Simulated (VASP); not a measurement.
# Sc (P6_3/mmc) in VASP: notebook

Runs on Sc. Level: PBEsol. Tasks: single point.

Everything below comes from runs of VASP 6.6.1. Logs are shortened: lines on timing, memory, paths and dates and some standing lists are left out, and cuts for length are marked.

**1. The cell of the first run**

The structure is hexagonal, space group P6_3/mmc (No. 194). The conventional cell has a = 3.367 Å, b = 3.367 Å, c = 5.365 Å, α = 90.00°, β = 90.00°, γ = 120.00°. Sc (site symmetry -6m2) has 12 Sc at 3.31 to 3.37 Å within 4.4 Å.

**2. Single point, PBEsol**

File INCAR:

```
SYSTEM = Sc
ALGO = Normal ; EDIFF = 1E-7
ENCUT = 520 ; GGA = PS
ISIF = 2 ; ISMEAR = 0
LASPH = .TRUE. ; LCHARG = .TRUE.
LELF = .TRUE. ; LREAL = .FALSE.
LVHAR = .TRUE. ; LWAVE = .FALSE.
NBANDS = 18 ; NELM = 100
PREC = Accurate ; SIGMA = 0.1
```

File KPOINTS:

```
k-points
0
G
  10 10 6
  0 0 0
```

File POSCAR:

```
Sc
1.0
    3.3668107858      0.0000000000      0.0000000000
   -1.6834053929      2.9157456430      0.0000000000
    0.0000000000      0.0000000000      5.3654286239
Sc
2
Direct
    0.3333333333      0.6666666667      0.2500000000
    0.6666666667      0.3333333333      0.7500000000
```

Potentials or basis: VASP PAW PBE potentials, release 64 (Sc_sv).

Launch:

```
$ cat potpaw_PBE.64/Sc_sv/POTCAR > POTCAR
$ mpirun -np 1 vasp_std > vasp.out
```

OUTCAR:

```text
SYSTEM = Sc
   EDIFF = 1E-7
   ENCUT = 520
   GGA = PS
   ISIF = 2
   ISMEAR = 0
   LASPH = .TRUE.
   LREAL = .FALSE.
   NELM = 100
   PREC = Accurate

 ion  position               nearest neighbor table
   1  0.333  0.667  0.250-   2 3.31   2 3.31   2 3.31   2 3.31   2 3.31   2 3.31
   2  0.667  0.333  0.750-   1 3.31   1 3.31   1 3.31   1 3.31   1 3.31   1 3.31

  LATTYP: Found a hexagonal cell.
 ALAT       =     3.3668107858
 C/A-ratio  =     1.5936234512

  Lattice vectors:

 A1 = (   3.3668107858,   0.0000000000,   0.0000000000)
 A2 = (  -1.6834053929,   2.9157456430,   0.0000000000)
 A3 = (   0.0000000000,   0.0000000000,   5.3654286239)

Analysis of symmetry for initial positions (statically):
=====================================================================
 Subroutine PRICEL returns:
 Original cell was already a primitive cell.

 Routine SETGRP: Setting up the symmetry group for a
 hexagonal supercell.

 Subroutine GETGRP returns: Found 24 space group operations
 (whereof 12 operations were pure point group operations)
 out of a pool of 24 trial point group operations.

The static configuration has the point symmetry D_3d.
 The point group associated with its full space group is D_6h.

Analysis of symmetry for dynamics (positions and initial velocities):
=====================================================================
 Subroutine PRICEL returns:
 Original cell was already a primitive cell.

 Routine SETGRP: Setting up the symmetry group for a
 hexagonal supercell.

 Subroutine GETGRP returns: Found 24 space group operations
 (whereof 12 operations were pure point group operations)
 out of a pool of 24 trial point group operations.

The dynamic configuration has the point symmetry D_3d.
 The point group associated with its full space group is D_6h.

 Subroutine INISYM returns: Found 24 space group operations
 (whereof 12 operations are pure point group operations),
 and found     1 'primitive' translations

----------------------------------------------------------------------------------------

                                     Primitive cell

  volume of cell :      52.6711

  direct lattice vectors                    reciprocal lattice vectors
     3.366810786  0.000000000  0.000000000     0.297016988  0.171482722  0.000000000
    -1.683405393  2.915745643  0.000000000     0.000000000  0.342965444  0.000000000
     0.000000000  0.000000000  5.365428624     0.000000000  0.000000000  0.186378400

  length of vectors
     3.366810786  3.366812494  5.365428624     0.342965618  0.342965444  0.186378400

  position of ions in fractional coordinates (direct lattice)
     0.333333333  0.666666667  0.250000000
     0.666666667  0.333333333  0.750000000

  ion indices of the primitive-cell ions
   primitive index   ion index
                 1           1
                 2           2

----------------------------------------------------------------------------------------

 KPOINTS: k-points

Automatic generation of k-mesh.
 Grid dimensions read from file:
 generate k-points for:   10   10    6

 Generating k-lattice:

  Cartesian coordinates                     Fractional coordinates (reciprocal lattice)
     0.029701699  0.017148272  0.000000000     0.100000000  0.000000000  0.000000000
     0.000000000  0.034296544  0.000000000     0.000000000  0.100000000  0.000000000
     0.000000000  0.000000000  0.031063067     0.000000000  0.000000000  0.166666667

  Length of vectors
     0.034296562  0.034296544  0.031063067

  Shift w.r.t. Gamma in fractional coordinates (k-lattice)
     0.000000000  0.000000000  0.000000000

 Subroutine IBZKPT returns following result:
 ===========================================

 Found     56 irreducible k-points:

 Following reciprocal coordinates:
            Coordinates               Weight
  0.000000  0.000000  0.000000      1.000000
  0.100000 -0.000000  0.000000      6.000000
  0.200000 -0.000000  0.000000      6.000000
  0.300000  0.000000  0.000000      6.000000
  0.400000  0.000000  0.000000      6.000000
  0.500000 -0.000000  0.000000      3.000000
[... 16 lines left out ...]
  0.300000  0.100000  0.166667     24.000000
  0.400000  0.100000  0.166667     24.000000
 [... further k-points ...]
   k-points           NKPTS =     56   k-points in BZ     NKDIM =     56   number of bands    NBANDS=     18
   number of dos      NEDOS =    301   number of ions     NIONS =      2
   total plane-waves  NPLWV =  31360
   dimension x,y,z NGX =    28 NGY =   28 NGZ =   40
   dimension x,y,z NGXF=    56 NGYF=   56 NGZF=   80
   ions per type =               2
   NGX,Y,Z   is equivalent  to a cutoff of  13.83, 13.83, 12.39 a.u.
   NGXF,Y,Z  is equivalent  to a cutoff of  27.65, 27.65, 24.79 a.u.
 SYSTEM =  Sc
   PREC   = accura    normal or accurate (medium, high low for compatibility)
   ISTART =      0    job   : 0-new  1-cont  2-samecut
   ICHARG =      2    charge: 1-file 2-atom 10-const
   ISPIN  =      1    spin polarized calculation?
   LNONCOLLINEAR =      F non collinear calculations
   LSORBIT =      F    spin-orbit coupling
   LASPH  =      T    aspherical Exc in radial PAW
   ENCUT  =  520.0 eV  38.22 Ry    6.18 a.u.   6.26  6.26  9.98*2*pi/ulx,y,z
   NELM   =    100;   NELMIN=  2; NELMDL= -5     # of ELM steps
   EDIFF  = 0.1E-06   stopping-criterion for ELM
   LREAL  =      F    real-space projection
   EDIFFG = 0.1E-05   stopping-criterion for IOM
   NSW    =      0    number of steps for IOM
   IBRION =     -1    ionic relax: 0-MD 1-quasi-New 2-CG
   NFREE  =      0    steps in history (QN), initial steepest desc. (CG)
   ISIF   =      2    stress and relaxation
   ISYM   =      2    0-nonsym 1-usesym 2-fastsym
   POTIM  = 0.5000    time-step for ionic-motion
   TEBEG  =    0.0;   TEEND  =   0.0 temperature during run
   PSTRESS=    0.0 pullay stress
   NELECT =      22.0000    total number of electrons
   NUPDOWN=      -1.0000    fix difference up-down
   EMIN   =  10.00;   EMAX   =-10.00  energy-range for DOS
   EFERMI =   0.00;   METHOD = LEGACY
   ISMEAR =     0;   SIGMA  =   0.10  broadening in eV -4-tet -1-fermi 0-gaus
   EFERMI_NEDOS =   21; number of points for ismear=-14 and -15
   IALGO  =     38    algorithm
   IMIX   =      4    mixing-type and parameters
     AMIX     =   0.40;   BMIX     =  1.00
     AMIX_MAG =   1.60;   BMIX_MAG =  1.00
  volume/ion in A,a.u.               =      26.34       177.72
  Fermi-wavevector in a.u.,A,eV,Ry     =   1.223747  2.312546 20.375480  1.497556
  Thomas-Fermi vector in A             =   2.358846
   LORBIT       =      0    0 simple, 1 ext, 2 COOP (PROOUT), +10 PAW based schemes
   GGA     = PS    functional components
   LHFCALC =     F    Hartree Fock is set to
   AEXX    =    0.0000 exact exchange contribution
   IVDW    =     0    specifies the selected vdW correction
   LEPSILON=     F    determine dielectric tensor
   LRPA    =     F    only Hartree local field effects (RPA)
 non-spin polarized calculation
 Gauss-broadening in eV      SIGMA  =   0.10
  energy-cutoff  :      520.00
  volume of cell :       52.67
 maximum number of plane-waves:      1448
 NGX is ok and might be reduce to    28
   NGX = 13   NGY = 13   NGZ = 19

 number of electron      22.0000006 magnetization

 Free energy of the ion-electron system (eV)
  ---------------------------------------------------
  ext. energy  EPLUGINS =         0.00000000
  ---------------------------------------------------
  free energy    TOTEN  =       -13.12462851 eV

  energy without entropy =      -13.09933775  energy(sigma->0) =      -13.11198313

 E-fermi :   3.2011     XC(G=0):  -9.7232

 val. band max:        3.1966167890   @ k =   0.3000   0.0000   0.3333
 cond. band min:       3.2016502884   @ k =   0.2000   0.2000   0.3333
 fundamental gap:      0.0050334994
 Fermi energy:         3.2011239220

 k-point     1 :       0.0000    0.0000    0.0000
  band No.  band energies     occupation
      1     -46.1815      2.00000
      2     -46.1317      2.00000
      3     -25.0387      2.00000
      4     -24.7676      2.00000
      5     -24.7675      2.00000
      6     -24.7190      2.00000
[... 10 lines left out ...]
     17       5.4385      0.00000
     18       5.4385      0.00000

 k-point     2 :       0.1000   -0.0000    0.0000
  band No.  band energies     occupation
      1     -46.1779      2.00000
      2     -46.1302      2.00000
      3     -25.0284      2.00000
      4     -24.7887      2.00000
      5     -24.7746      2.00000
      6     -24.7411      2.00000
[... 10 lines left out ...]
     17       5.2808      0.00000
     18       5.3211      0.00000

 k-point     3 :       0.2000   -0.0000    0.0000
  band No.  band energies     occupation
      1     -46.1680      2.00000
      2     -46.1266      2.00000
      3     -24.9996      2.00000
      4     -24.8446      2.00000
      5     -24.7976      2.00000
      6     -24.7923      2.00000
[... 10 lines left out ...]
     17       5.4095      0.00000
     18       5.6015      0.00000

 k-point     4 :       0.3000    0.0000    0.0000
  band No.  band energies     occupation
      1     -46.1550      2.00000
      2     -46.1230      2.00000
      3     -24.9586      2.00000
      4     -24.9145      2.00000
      5     -24.8652      2.00000
      6     -24.8134      2.00000
[... 375 lines left out ...]
      4     -24.8703      2.00000
      5     -24.8546      2.00000
      6     -24.8016      2.00000
[... 10 lines left out ...]
     17       5.8268      0.00000
     18       6.0179      0.00000

 k-point    23 :       0.3000    0.1000    0.1667
  band No.  band energies     occupation
      1     -46.1454      2.00000
      2     -46.1233      2.00000
      3     -24.9704      2.00000
      4     -24.9200      2.00000
      5     -24.8816      2.00000
      6     -24.8261      2.00000
[... 10 lines left out ...]
     17       6.3964      0.00000
     18       6.4483      0.00000

 k-point    24 :       0.4000    0.1000    0.1667
  band No.  band energies     occupation
      1     -46.1368      2.00000
      2     -46.1226      2.00000
      3     -24.9958      2.00000
      4     -24.9460      2.00000
      5     -24.8734      2.00000
      6     -24.8362      2.00000
[... 10 lines left out ...]
     17       6.6194      0.00000
     18       6.7729      0.00000

 [... further k-points ...]
[... 5 lines left out ...]
  --------------------------------------------------------------------------------------
  -------------------------------------------------------------------------------------
  Total       -1.5216219     -1.5216240     -1.9911731      0.0000000      0.0000000     -0.0000000
  in kB      -46.2854584    -46.2855211    -60.5685016      0.0000000      0.0000000     -0.0000000
  external PRESSURE =     -51.0464937 kB  Pullay stress =       0.0000000 kB

 VOLUME and BASIS-vectors are now :
 -----------------------------------------------------------------------------
  energy-cutoff  :      520.00
  volume of cell :       52.67
      direct lattice vectors                 reciprocal lattice vectors
     3.366810786  0.000000000  0.000000000     0.297016988  0.171482722  0.000000000
    -1.683405393  2.915745643  0.000000000     0.000000000  0.342965444  0.000000000
     0.000000000  0.000000000  5.365428624     0.000000000  0.000000000  0.186378400

 POSITION                                       TOTAL-FORCE (eV/Angst)
 -----------------------------------------------------------------------------------
     -0.00000      1.94383      1.34136         0.000000      0.000000      0.000000
      1.68341      0.97192      4.02407        -0.000000     -0.000000      0.000000
 -----------------------------------------------------------------------------------
    total drift:                               -0.000000      0.000000     -0.000000

  FREE ENERGIE OF THE ION-ELECTRON SYSTEM (eV)
  ---------------------------------------------------
  free  energy   TOTEN  =       -13.1246285132 eV

  energy  without entropy=      -13.0993377460  energy(sigma->0) =      -13.11198313
```

It used 78 s of CPU time on 1 thread of AMD EPYC 7R13 Processor (Zen 3), with other jobs on the host.

Results:

- Free energy: -13.1246 eV
- Pressure: -5.1 GPa
- Band gap on the k mesh: zero (band 11 reaches 4.05 eV, above the bottom of band 12 at 2.80 eV)

Caveat: the PAW data sets were made with another functional, which shifts forces and pressure a little.

**3. Single point, PBEsol**

This run uses another cell than the first one, of 27.00 Å³/atom, 1.025 times its volume.

File INCAR:

```
SYSTEM = Sc
ALGO = Normal ; EDIFF = 1E-6
ENCUT = 520 ; GGA = PS
ISIF = 2 ; ISMEAR = 0
LASPH = .TRUE. ; LCHARG = .TRUE.
LELF = .TRUE. ; LREAL = .FALSE.
LVHAR = .TRUE. ; LWAVE = .FALSE.
NBANDS = 18 ; NELM = 60
PREC = Accurate ; SIGMA = 0.1
```

KPOINTS is that of step 2.

File POSCAR:

```
Sc
1.0
    3.3949862445      0.0000000000      0.0000000000
   -1.6974931223      2.9401463225      0.0000000000
    0.0000000000      0.0000000000      5.4103296958
Sc
2
Direct
    0.3333333333      0.6666666667      0.2500000000
    0.6666666667      0.3333333333      0.7500000000
```

Potentials or basis: VASP PAW PBE potentials, release 64 (Sc_sv).

Launch:

```
$ cat potpaw_PBE.64/Sc_sv/POTCAR > POTCAR
$ mpirun -np 1 vasp_std > vasp.out
```

OUTCAR:

```text
SYSTEM = Sc
   EDIFF = 1E-6
   ENCUT = 520
   GGA = PS
   ISIF = 2
   ISMEAR = 0
   LASPH = .TRUE.
   LREAL = .FALSE.
   NELM = 60
   PREC = Accurate

 ion  position               nearest neighbor table
   1  0.333  0.667  0.250-   2 3.34   2 3.34   2 3.34   2 3.34   2 3.34   2 3.34
   2  0.667  0.333  0.750-   1 3.34   1 3.34   1 3.34   1 3.34   1 3.34   1 3.34

  LATTYP: Found a hexagonal cell.
 ALAT       =     3.3949862445
 C/A-ratio  =     1.5936234512

  Lattice vectors:

 A1 = (   3.3949862445,   0.0000000000,   0.0000000000)
 A2 = (  -1.6974931223,   2.9401463225,   0.0000000000)
[... 193 lines left out ...]
      6     -24.9329      2.00000
[... 481 lines left out ...]
      5     -25.0737      2.00000
      6     -25.0403      2.00000
[... 10 lines left out ...]
     17       6.3836      0.00000
     18       6.5303      0.00000

 [... further k-points ...]
[... 5 lines left out ...]
  --------------------------------------------------------------------------------------
  -------------------------------------------------------------------------------------
  Total       -1.8920967     -1.8920993     -2.3302923      0.0000000      0.0000000      0.0000000
  in kB      -56.1336418    -56.1337177    -69.1337779      0.0000000      0.0000000      0.0000000
  external PRESSURE =     -60.4670458 kB  Pullay stress =       0.0000000 kB

 VOLUME and BASIS-vectors are now :
 -----------------------------------------------------------------------------
  energy-cutoff  :      520.00
  volume of cell :       54.00
      direct lattice vectors                 reciprocal lattice vectors
     3.394986245  0.000000000  0.000000000     0.294552003  0.170059563  0.000000000
    -1.697493122  2.940146322  0.000000000     0.000000000  0.340119127  0.000000000
     0.000000000  0.000000000  5.410329696     0.000000000  0.000000000  0.184831620

 POSITION                                       TOTAL-FORCE (eV/Angst)
 -----------------------------------------------------------------------------------
     -0.00000      1.96010      1.35258         0.000000      0.000000      0.000000
      1.69749      0.98005      4.05775        -0.000000     -0.000000      0.000000
 -----------------------------------------------------------------------------------
    total drift:                               -0.000000      0.000000     -0.000000

  FREE ENERGIE OF THE ION-ELECTRON SYSTEM (eV)
  ---------------------------------------------------
  free  energy   TOTEN  =       -13.0787659542 eV

  energy  without entropy=      -13.0528075019  energy(sigma->0) =      -13.06578673
```

stdout:

```text
POSCAR found type information on POSCAR Sc
 POSCAR found :  1 types and       2 ions
 scaLAPACK will be used
 -----------------------------------------------------------------------------
|                                                                             |
|                                                                             |
|     You enforced a specific xc type in the INCAR file but a different       |
|     I HOPE YOU KNOW WHAT YOU ARE DOING!                                     |
|                                                                             |
 -----------------------------------------------------------------------------

 LDA part: xc-table for (Slater+PW92), standard interpolation
 POSCAR, INCAR and KPOINTS ok, starting setup
 FFT: planning ... GRIDC
 FFT: planning ... GRID_SOFT
 FFT: planning ... GRID
 WAVECAR not read
 entering main loop
```

It used 70 s of CPU time on 1 thread of AMD EPYC 7R13 Processor (Zen 3), on a shared host.

Results:

```yaml
Free_energy: -13.0788 eV
Pressure: -6.0 GPa
Band_gap_on_the_k_mesh: zero (band 11 reaches 3.90 eV, above the bottom of band 12 at 2.67 eV)
```

Levels at points of the mesh, in eV from the Fermi level:
```csv
k point,band 7,band 8,band 9,band 10,band 11,band 12,band 13,band 14,band 15,band 16
"(0.00, 0.00, 0.00)",-28.00,-27.98,-4.96,-1.58,0.30,1.49,1.49,1.59,1.85,1.85
"(0.50, 0.00, 0.00)",-28.06,-28.03,-1.55,-0.96,-0.58,-0.31,1.10,1.32,1.61,3.42
"(0.00, 0.00, 0.50)",-28.02,-28.02,-3.56,-3.56,0.84,0.84,1.43,1.43,1.43,1.43
"(0.50, 0.00, 0.50)",-28.06,-28.06,-1.36,-1.36,0.03,0.03,1.11,1.11,2.20,2.20
```

Caveat: the PAW data sets were made with another functional, which shifts forces and pressure a little.
